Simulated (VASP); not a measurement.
Crystal: Na2N.

```xyz
3
Lattice="4.2518 0.0000 0.0000 -2.1259 3.6822 0.0000 0.0000 0.0000 3.9793" Properties=species:S:1:pos:R:3 pbc="T T T"
Na    0.0000    2.4548    0.0000
Na    2.1259    1.2274    0.0000
N     0.0000    0.0000    0.0000
```

The cell was built from a structure type or drawn by symmetry, and may not be a known phase.

```yaml
Program: VASP 6.6.1
Task: relaxation of cell and atoms
Functional: PBE
Potentials_or_basis: VASP PAW PBE potentials, release 64 (Na_sv, N)
Cutoff: 970 eV
k_mesh: 6 × 6 × 4
Occupations: gaussian, width 0.1 eV
Spin: no spin polarisation
```

At the start: pressure 0.8 GPa; volume 20.77 Å³/atom.

Question: Where does the relaxation end?

Answer: Over 10 steps the energy falls by 45.1 meV/atom and the volume is 17.56 Å³/atom (-15.4 %); space group P6/mmm (No. 191, to 0.1 Å) before and after.

The path:
| step | energy change (eV) | largest force (eV/Å) | pressure (GPa) | volume (Å³) |
| --- | --- | --- | --- | --- |
| 1 | 0.0000 | 0.0000 | 0.76 | 62.30 |
| 2 | -0.0314 | 0.0000 | -0.41 | 63.17 |
| 3 | -0.0426 | 0.0000 | -1.54 | 64.12 |
| 4 | -0.0654 | 0.0000 | -1.53 | 62.34 |
| 5 | -0.1187 | 0.0000 | -1.28 | 57.03 |
| 6 | 0.0033 | 0.0000 | 1.00 | 46.53 |
| 7 | -0.1270 | 0.0000 | -1.13 | 55.35 |
| 8 | -0.1290 | 0.0000 | -0.97 | 53.96 |
| 9 | -0.1320 | 0.0000 | 0.80 | 51.79 |
| 10 | -0.1352 | 0.0000 | 0.01 | 52.68 |

Final structure:
```
Na N
1.0
     4.31830    0.00000    0.00000
    -2.15915    3.73976    0.00000
     0.00000    0.00000    3.26177
Na N
2 1
Direct
  0.33333 0.66667 0.00000
  0.66667 0.33333 0.00000
  0.00000 0.00000 0.00000
```

Caveat: the k points lie up to 0.48 Å⁻¹ apart in the final cell, too coarse for converged energies and pressures of a metal; the volume moved by over 15 % at a fixed basis, so the end points are rough.
